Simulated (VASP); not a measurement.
# Al (P6_3/mmc) in VASP: further runs, part 2 of 2

VASP 6.6.1. Earlier steps stand in the parts before.

**3. Single point, LDA**

File INCAR:

```
SYSTEM = Al
  ALGO = Normal
  EDIFF = 1E-6
  ENCUT = 520
  ISIF = 2
  ISMEAR = 0
  LASPH = .True.
  LCHARG = .False.
  LREAL = .False.
  LWAVE = .False.
  NBANDS = 10
  NELM = 100
  PREC = Accurate
  SIGMA = 0.15
```

File KPOINTS:

```
k-points
0
Gamma
  18 18 10
  0 0 0
```

File POSCAR:

```
Al
1.0
    2.7604000000      0.0000000000      0.0000000000
   -1.3802000000      2.3905765246      0.0000000000
    0.0000000000      0.0000000000      4.5691000000
Al
2
Direct
    0.6666666667      0.3333333333      0.7500000000
    0.3333333333      0.6666666667      0.2500000000
```

Potentials or basis: VASP PAW LDA potentials, release 64 (Al).

Command:

```console
> cat potpaw_LDA.64/Al/POTCAR > POTCAR
> mpirun -np 1 vasp_std > vasp.out
```

OUTCAR:

```text
SYSTEM = Al
   EDIFF = 1E-6
   ENCUT = 520
   ISIF = 2
   ISMEAR = 0
   LASPH = .True.
   LREAL = .False.
   NELM = 100
   PREC = Accurate

 ion  position               nearest neighbor table
   1  0.667  0.333  0.750-   2 2.79   2 2.79   2 2.79   2 2.79   2 2.79   2 2.79
   2  0.333  0.667  0.250-   1 2.79   1 2.79   1 2.79   1 2.79   1 2.79   1 2.79

  LATTYP: Found a hexagonal cell.
 ALAT       =     2.7604000000
 C/A-ratio  =     1.6552311259

  Lattice vectors:

 A1 = (   2.7604000000,   0.0000000000,   0.0000000000)
 A2 = (  -1.3802000000,   2.3905765246,   0.0000000000)
 A3 = (   0.0000000000,   0.0000000000,   4.5691000000)

Analysis of symmetry for initial positions (statically):
=====================================================================
 Subroutine PRICEL returns:
 Original cell was already a primitive cell.

 Routine SETGRP: Setting up the symmetry group for a
 hexagonal supercell.

 Subroutine GETGRP returns: Found 24 space group operations
 (whereof 12 operations were pure point group operations)
 out of a pool of 24 trial point group operations.

The static configuration has the point symmetry D_3d.
 The point group associated with its full space group is D_6h.

Analysis of symmetry for dynamics (positions and initial velocities):
=====================================================================
 Subroutine PRICEL returns:
 Original cell was already a primitive cell.

 Routine SETGRP: Setting up the symmetry group for a
 hexagonal supercell.

 Subroutine GETGRP returns: Found 24 space group operations
 (whereof 12 operations were pure point group operations)
 out of a pool of 24 trial point group operations.

The dynamic configuration has the point symmetry D_3d.
 The point group associated with its full space group is D_6h.

 Subroutine INISYM returns: Found 24 space group operations
 (whereof 12 operations are pure point group operations),
 and found     1 'primitive' translations

----------------------------------------------------------------------------------------

                                     Primitive cell

  volume of cell :      30.1513

  direct lattice vectors                    reciprocal lattice vectors
     2.760400000  0.000000000  0.000000000     0.362266338  0.209154568  0.000000000
    -1.380200000  2.390576525  0.000000000     0.000000000  0.418309136  0.000000000
     0.000000000  0.000000000  4.569100000     0.000000000  0.000000000  0.218861483

  length of vectors
     2.760400000  2.760400000  4.569100000     0.418309136  0.418309136  0.218861483

  position of ions in fractional coordinates (direct lattice)
     0.666666667  0.333333333  0.750000000
     0.333333333  0.666666667  0.250000000

  ion indices of the primitive-cell ions
   primitive index   ion index
                 1           1
                 2           2

----------------------------------------------------------------------------------------

 KPOINTS: k-points

Automatic generation of k-mesh.
 Grid dimensions read from file:
 generate k-points for:   18   18   10

[... 22 lines left out ...]
  0.111111  0.000000  0.000000      6.000000
  0.166667  0.000000  0.000000      6.000000
  0.222222 -0.000000  0.000000      6.000000
  0.277778  0.000000  0.000000      6.000000
[... 16 lines left out ...]
  0.333333  0.111111  0.000000     12.000000
  0.388889  0.111111  0.000000     12.000000
 [... further k-points ...]
   k-points           NKPTS =    222   k-points in BZ     NKDIM =    222   number of bands    NBANDS=     10
   number of dos      NEDOS =    301   number of ions     NIONS =      2
   total plane-waves  NPLWV =  20736
   dimension x,y,z NGX =    24 NGY =   24 NGZ =   36
   dimension x,y,z NGXF=    48 NGYF=   48 NGZF=   72
   ions per type =               2
   NGX,Y,Z   is equivalent  to a cutoff of  14.45, 14.45, 13.10 a.u.
   NGXF,Y,Z  is equivalent  to a cutoff of  28.91, 28.91, 26.20 a.u.
 SYSTEM =  Al
   PREC   = accura    normal or accurate (medium, high low for compatibility)
   ISTART =      0    job   : 0-new  1-cont  2-samecut
   ICHARG =      2    charge: 1-file 2-atom 10-const
   ISPIN  =      1    spin polarized calculation?
   LNONCOLLINEAR =      F non collinear calculations
   LSORBIT =      F    spin-orbit coupling
   LASPH  =      T    aspherical Exc in radial PAW
   ENCUT  =  520.0 eV  38.22 Ry    6.18 a.u.   5.13  5.13  8.50*2*pi/ulx,y,z
   NELM   =    100;   NELMIN=  2; NELMDL= -5     # of ELM steps
   EDIFF  = 0.1E-05   stopping-criterion for ELM
   LREAL  =      F    real-space projection
   EDIFFG = 0.1E-04   stopping-criterion for IOM
   NSW    =      0    number of steps for IOM
   IBRION =     -1    ionic relax: 0-MD 1-quasi-New 2-CG
   NFREE  =      0    steps in history (QN), initial steepest desc. (CG)
   ISIF   =      2    stress and relaxation
   ISYM   =      2    0-nonsym 1-usesym 2-fastsym
   POTIM  = 0.5000    time-step for ionic-motion
   TEBEG  =    0.0;   TEEND  =   0.0 temperature during run
   PSTRESS=    0.0 pullay stress
   NELECT =       6.0000    total number of electrons
   NUPDOWN=      -1.0000    fix difference up-down
   EMIN   =  10.00;   EMAX   =-10.00  energy-range for DOS
   EFERMI =   0.00;   METHOD = LEGACY
   ISMEAR =     0;   SIGMA  =   0.15  broadening in eV -4-tet -1-fermi 0-gaus
   EFERMI_NEDOS =   21; number of points for ismear=-14 and -15
   IALGO  =     38    algorithm
   IMIX   =      4    mixing-type and parameters
     AMIX     =   0.40;   BMIX     =  1.00
     AMIX_MAG =   1.60;   BMIX_MAG =  1.00
  volume/ion in A,a.u.               =      15.08       101.74
  Fermi-wavevector in a.u.,A,eV,Ry     =   0.955778  1.806158 12.429067  0.913511
  Thomas-Fermi vector in A             =   2.084646
   LORBIT       =      0    0 simple, 1 ext, 2 COOP (PROOUT), +10 PAW based schemes
   GGA     = CA    functional components
   LHFCALC =     F    Hartree Fock is set to
   AEXX    =    0.0000 exact exchange contribution
   IVDW    =     0    specifies the selected vdW correction
   LEPSILON=     F    determine dielectric tensor
   LRPA    =     F    only Hartree local field effects (RPA)
 non-spin polarized calculation
 Gauss-broadening in eV      SIGMA  =   0.15
  energy-cutoff  :      520.00
  volume of cell :       30.15
 maximum number of plane-waves:       826
 NGX is ok and might be reduce to    24
   NGX = 11   NGY = 11   NGZ = 17

 number of electron       6.0000000 magnetization

 Free energy of the ion-electron system (eV)
  ---------------------------------------------------
  ext. energy  EPLUGINS =         0.00000000
  ---------------------------------------------------
  free energy    TOTEN  =        -8.28864842 eV

  energy without entropy =       -8.27751040  energy(sigma->0) =       -8.28307941

 E-fermi :   8.7607     XC(G=0): -10.6833

 val. band max:        8.7568470369   @ k =   0.2222   0.1111   0.2000
 cond. band min:       8.7637527874   @ k =   0.3333   0.1667   0.0000
 fundamental gap:      0.0069057505
 Fermi energy:         8.7607476895

 k-point     1 :       0.0000    0.0000    0.0000
  band No.  band energies     occupation
      1      -2.9781      2.00000
      2       3.7713      2.00000
      3       4.0656      2.00000
      4      20.2059      0.00000
      5      20.2059      0.00000
      6      20.3775      0.00000
      7      20.3775      0.00000
      8      21.1139      0.00000
      9      23.6157      0.00000
     10      23.8251      0.00000
[... 287 lines left out ...]
 k-point    24 :       0.3889    0.1111    0.0000
  band No.  band energies     occupation
      1       2.2475      2.00000
      2       4.9348      2.00000
      3       8.6624      1.64638
      4       9.1730      0.00010
      5      11.1332      0.00000
      6      11.4385      0.00000
      7      12.9931      0.00000
      8      18.1275      0.00000
      9      18.5487      0.00000
     10      19.9144      0.00000

 [... further k-points ...]

------------------------ aborting loop because EDIFF is reached ----------------------------------------

  FORCE on cell =-STRESS in cart. coord.  units (eV):
  Direction    XX          YY          ZZ          XY          YZ          ZX
  --------------------------------------------------------------------------------------
  -------------------------------------------------------------------------------------
  Total        0.9852838      0.9852838      0.9529847      0.0000000      0.0000000      0.0000000
  in kB       52.3560159     52.3560159     50.6397047      0.0000000      0.0000000      0.0000000
  external PRESSURE =      51.7839121 kB  Pullay stress =       0.0000000 kB

 VOLUME and BASIS-vectors are now :
 -----------------------------------------------------------------------------
  energy-cutoff  :      520.00
  volume of cell :       30.15
      direct lattice vectors                 reciprocal lattice vectors
     2.760400000  0.000000000  0.000000000     0.362266338  0.209154568  0.000000000
    -1.380200000  2.390576525  0.000000000     0.000000000  0.418309136  0.000000000
     0.000000000  0.000000000  4.569100000     0.000000000  0.000000000  0.218861483

 POSITION                                       TOTAL-FORCE (eV/Angst)
 -----------------------------------------------------------------------------------
      1.38020      0.79686      3.42683         0.000000      0.000000      0.000000
     -0.00000      1.59372      1.14227         0.000000      0.000000      0.000000
 -----------------------------------------------------------------------------------
    total drift:                                0.000000     -0.000000     -0.000000

  FREE ENERGIE OF THE ION-ELECTRON SYSTEM (eV)
  ---------------------------------------------------
  free  energy   TOTEN  =        -8.2886484224 eV

  energy  without entropy=       -8.2775103991  energy(sigma->0) =       -8.28307941
```

stdout:

```text
POSCAR found type information on POSCAR Al
 POSCAR found :  1 types and       2 ions
 scaLAPACK will be used
 LDA part: xc-table for (Slater(with rela. corr.)+CA(PZ))
 , standard interpolation
 POSCAR, INCAR and KPOINTS ok, starting setup
 FFT: planning ... GRIDC
 FFT: planning ... GRID_SOFT
 FFT: planning ... GRID
 WAVECAR not read
 entering main loop
```

It took 26 s on 1 thread of Intel Xeon 6975P-C, shared host; peak memory 0.17 GiB.

What came out:

| Quantity | Value |
| --- | --- |
| Free energy | -8.2886 eV |
| Pressure | 5.2 GPa |
| Band gap on the k mesh | zero (band 3 reaches 12.96 eV, above the bottom of band 4 at 5.46 eV) |
